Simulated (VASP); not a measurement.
Write the native input for VASP 6.6.1 that does the following.

| Property | Result |
| --- | --- |
| Task | relaxation of cell and atoms |
| Functional | r2SCAN |
| Potentials or basis | VASP PAW PBE potentials, release 64 (Be) |
| Cutoff | 600 eV |
| k mesh | 24 × 24 × 13 |
| Occupations | gaussian, width 0.05 eV |
| Spin | no spin polarisation |
| Target pressure | 40 GPa |
| Dipole correction | no |
| Further INCAR settings | ALGO = Normal; EDIFF = 1e-06; IBRION = 2; EDIFFG = -0.02; NSW = 80; ISIF = 3 |

Be:

```
Be
1.0
     2.25000    0.00000    0.00000
    -1.12500    1.94856    0.00000
     0.00000    0.00000    3.67425
Be
2
Direct
  0.33333 0.66667 0.25000
  0.66667 0.33333 0.75000
```

One way to write it, as run:

POSCAR

```
Be
1.0
    2.2500000000      0.0000000000      0.0000000000
   -1.1250000000      1.9485571585      0.0000000000
    0.0000000000      0.0000000000      3.6742500000
Be
2
Direct
    0.3333333333      0.6666666667      0.2500000000
    0.6666666667      0.3333333333      0.7500000000
```

INCAR.step1

```
SYSTEM = Be
ALGO = Normal
EDIFF = 1E-4
ENCUT = 600
GGA = PE
ISMEAR = 0
LASPH = .TRUE.
LCHARG = .FALSE.
LREAL = .FALSE.
LWAVE = .TRUE.
NELM = 100
PREC = Accurate
SIGMA = 0.05
```

INCAR.step2

```
SYSTEM = Be
ALGO = Normal
EDIFF = 1E-6
EDIFFG = -0.02
ENCUT = 600
IBRION = 2
ISIF = 3
ISMEAR = 0
ISTART = 1
LASPH = .TRUE.
LCHARG = .FALSE.
LMIXTAU = .TRUE.
LREAL = .FALSE.
LWAVE = .FALSE.
METAGGA = R2SCAN
NELM = 100
NSW = 80
PREC = Accurate
PSTRESS = 400.0
SIGMA = 0.05
```

KPOINTS

```
k-points
0
G
  24 24 13
  0 0 0
```

Potentials or basis: VASP PAW PBE potentials, release 64 (Be).

The run is started by

```console
$ cat potpaw_PBE.64/Be/POTCAR > POTCAR
$ cp INCAR.step1 INCAR
$ mpirun -np 1 vasp_std > vasp.out
$ cp INCAR.step2 INCAR
$ mpirun -np 1 vasp_std > vasp.out
```

It gave:

```
Relaxed volume                                             : 6.34 Å³/atom
Relaxed cell                                               : a = 2.097 Å, b = 2.097 Å, c = 3.330 Å, α = 90.00°, β = 90.00°, γ = 120.00°
Space group after relaxing (to 0.1 Å)                      : P6_3/mmc (No. 194)
Energy change on relaxing (the run minimises the enthalpy) : +157.0 meV/atom
Ionic steps                                                : 8
Pressure after relaxing                                    : 39.7 GPa
Band gap on the k mesh                                     : zero (bands 2 and 3 overlap by 2.43 eV)
```

Caveat: the cell is relaxed towards a set pressure, so the run minimises the enthalpy, not the energy; the volume moved by over 15 % at a fixed basis, so the end points are rough; the PAW data sets were made with another functional, which shifts forces and pressure a little.

It took 16 min on 1 thread of Intel Xeon 8259CL (shared host), peak memory 0.17 GiB.
